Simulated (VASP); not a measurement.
Wanted: the native input for a VASP 6.6.1 run.

```
Task                   : single point
Functional             : PBEsol
Potentials or basis    : VASP PAW PBE potentials, release 64 (Mg, O)
Cutoff                 : 520 eV
k mesh                 : 9 × 9 × 6
Occupations            : gaussian, width 0.05 eV
Spin                   : no spin polarisation
Dipole correction      : no
Further INCAR settings : ALGO = Normal; EDIFF = 1e-07; NBANDS = 16
```

The structure of MgO lies in POSCAR:

```
MgO
1.0
    3.4769000000      0.0000000000      0.0000000000
   -1.7384500000      3.0110837264      0.0000000000
    0.0000000000      0.0000000000      4.7182000000
Mg O
2 2
Direct
    0.3333333333      0.6666666667      0.0036583380
    0.6666666667      0.3333333333      0.5036583380
    0.3333333333      0.6666666667      0.4009416620
    0.6666666667      0.3333333333      0.9009416620
```

The input as run:

INCAR

```
PREC     = Accurate       # precision mode
ENCUT    = 520            # plane-wave cutoff, eV
EDIFF    = 1E-7           # SCF threshold, eV
ISMEAR   = 0              # smearing method
SIGMA    = 0.05           # smearing width, eV
LREAL    = False          # projectors in reciprocal space
LASPH    = True           # aspherical terms in the spheres
NELM     = 80             # most SCF steps
ALGO     = Normal         # electronic algorithm
ISIF     = 2              # what is computed and relaxed
LWAVE    = False          # write WAVECAR
LCHARG   = False          # write CHGCAR
GGA      = PS             # functional
NBANDS   = 16             # bands
```

KPOINTS

```
Automatic mesh
0
Gamma
  9 9 6
```

Potentials or basis: VASP PAW PBE potentials, release 64 (Mg, O).

Command:

```bash
$ cat potpaw_PBE.64/Mg/POTCAR potpaw_PBE.64/O/POTCAR > POTCAR
$ mpirun -np 1 vasp_std > vasp.out
```

Results of the run:

```yaml
Pressure: -3.8 GPa
Largest_force: 1.363 eV/Å
Band_gap_on_the_k_mesh: 3.01 eV, direct
```

Caveat: the PAW data sets were made with another functional, which shifts forces and pressure a little.

Run time: 46 s on 1 thread of Intel(R) Xeon(R) Platinum 8259CL CPU @ 2.50GHz (Skylake/Cascade Lake) (shared host), peak memory 0.18 GiB.
